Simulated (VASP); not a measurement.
**GaP (sol): relaxation of cell and atoms with PBEsol**

GaP (sol):

```
Ga P
1.0
     0.00000    2.72581    2.72581
     2.72581    0.00000    2.72581
     2.72581    2.72581    0.00000
Ga P
1 1
Direct
  0.00000 0.00000 0.00000
  0.75000 0.75000 0.75000
```

```json
{
 "Program": "VASP 6.6.1",
 "Task": "relaxation of cell and atoms",
 "Functional": "PBEsol",
 "Potentials or basis": "VASP PAW PBE potentials, release 64 (Ga_d, P)",
 "Cutoff": "600 eV",
 "k mesh": "8 × 8 × 8",
 "Occupations": "gaussian, width 0.02 eV",
 "Spin": "no spin polarisation",
 "Dipole correction": "no",
 "Further INCAR settings": "ALGO = Normal; EDIFF = 1e-06; IBRION = 2; EDIFFG = -0.002; NSW = 100; ISIF = 3"
}
```

```yaml
Relaxed_volume: 20.08 Å³/atom
Relaxed_cell: a = 3.844 Å, b = 3.844 Å, c = 3.844 Å, α = 60.00°, β = 60.00°, γ = 60.00°
Space_group_after_relaxing_to_0.05_Å: F-43m (No. 216)
Energy_gained_by_relaxing: 0.4 meV/atom
Ionic_steps: 6
Pressure_after_relaxing: 0.0 GPa
Band_gap_on_the_k_mesh: 1.50 eV, indirect (least direct gap 1.81 eV)
```

The path:
```
step  energy change (eV)  largest force (eV/Å)  pressure (GPa)  volume (Å³)
   1              0.0000                0.0000           -0.69        40.51
   2             -0.0005                0.0000            0.46        40.00
   3             -0.0007                0.0000           -0.04        40.18
   4             -0.0007                0.0000            0.07        40.16
   5             -0.0007                0.0000           -0.06        40.17
   6             -0.0007                0.0000           -0.01        40.17
```

Final structure:
```
Ga P
1.0
     0.00000    2.71819    2.71819
     2.71819    0.00000    2.71819
     2.71819    2.71819    0.00000
Ga P
1 1
Direct
  0.00000 0.00000 0.00000
  0.75000 0.75000 0.75000
```

Levels at points of the mesh, in eV from the valence-band top:
| k point | band 7 | band 8 | band 9 | band 10 | band 11 | band 12 |
| --- | --- | --- | --- | --- | --- | --- |
| (0.00, 0.00, 0.00) | 0.00 | 0.00 | 0.00 | 1.81 | 3.82 | 3.82 |
| (0.50, 0.00, 0.00) | -6.74 | -1.14 | -1.14 | 1.61 | 4.65 | 4.65 |
| (0.50, 0.50, 0.00) | -6.85 | -2.74 | -2.74 | 1.50 | 1.71 | 10.61 |

Run time: 48 s on 1 thread of AMD EPYC 7R13 Processor (Zen 3) (shared host), peak memory 0.16 GiB.

Caveat: the PAW data sets were made with another functional, which shifts forces and pressure a little. A k mesh can miss the band edges.
